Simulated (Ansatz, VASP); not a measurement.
## One calculation of MgB2, two programs

```
Mg B
1.0
     3.08500    0.00000    0.00000
    -1.54250    2.67169    0.00000
     0.00000    0.00000    3.52300
Mg B
1 2
Direct
  0.00000 0.00000 0.02000
  0.33333 0.66667 0.50000
  0.66667 0.33333 0.50000
```

Alike in both runs: task single point; functional PBEsol; k mesh 7 × 7 × 6; occupations gaussian, width 0.1 eV; no spin polarisation.

|  | VASP | Ansatz |
| --- | --- | --- |
| version | VASP 6.6.1 | Ansatz 0.2.0 |
| potentials or method | VASP PAW PBE potentials, release 64 (Mg, B), cutoff 600 eV | plane waves, PAW |
| valence electrons in the cell | 8 | 16 |

Ansatz gave:

```
gap on the k mesh at the Fermi level (eV) : none
rms of the force components (eV/Å)        : 0.191
```

Question: Estimate VASP's values.

Answer: gap on the k mesh at the Fermi level (eV): none; rms of the force components (eV/Å): 0.193.

VASP's potentials were made for PBE, not for PBEsol. Atom by atom the forces differ by 0.002 eV/Å (rms over components). A gap of «none» marks a metal or a gap that the smearing closes. VASP's potentials hold 8 valence electrons a cell and Ansatz's 16, so a difference there can come from the potentials and not from the codes.
